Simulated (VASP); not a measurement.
Input of a VASP 6.6.1 run:

INCAR

```
SYSTEM = Zr2SeS2
ALGO = Normal
EDIFF = 1E-6
EDIFFG = -0.01
ENCUT = 600
GGA = PE
IBRION = 2
ISIF = 3
ISMEAR = 0
LASPH = .True.
LCHARG = .False.
LREAL = .False.
LWAVE = .False.
NELM = 80
NSW = 100
PREC = Accurate
SIGMA = 0.1
```

KPOINTS

```
k-points
0
Gamma
  12 12 4
  0 0 0
```

POSCAR

```
Zr2SeS2
1.0
    3.5880607993      0.0000000000      0.0000000000
   -1.7940303996      3.1073518025      0.0000000000
    0.0000000000      0.0000000000     10.5522929702
Zr Se S
2 1 2
Direct
    0.0000000000      0.0000000000      0.1828638265
    0.0000000000      0.0000000000      0.8171361735
    0.3333333333      0.6666666667      0.0000000000
    0.3333333333      0.6666666667      0.3208433706
    0.3333333333      0.6666666667      0.6791566294
```

Potentials or basis: VASP PAW PBE potentials, release 64 (Zr_sv, Se, S).

Command:

```sh
$ cat potpaw_PBE.64/Zr_sv/POTCAR potpaw_PBE.64/Se/POTCAR potpaw_PBE.64/S/POTCAR > POTCAR
$ mpirun -np 1 vasp_std > vasp.out
```

(1) Predict the band gap on the k mesh.

(2) Predict the relaxed volume.

(3) Predict the space group after relaxing (to 0.1 Å).

(4) What does it give for the relaxed cell?

Answers

(1) zero (bands 21 and 22 overlap by 1.03 eV).

(2) 23.53 Å³/atom.

(3) P-6m2 (No. 187).

(4) a = 3.594 Å, b = 3.594 Å, c = 10.519 Å, α = 90.00°, β = 90.00°, γ = 120.00°.

Caveat: this functional lacks dispersion, which binds the layers, so the pressure and a relaxed spacing across them are unreliable.
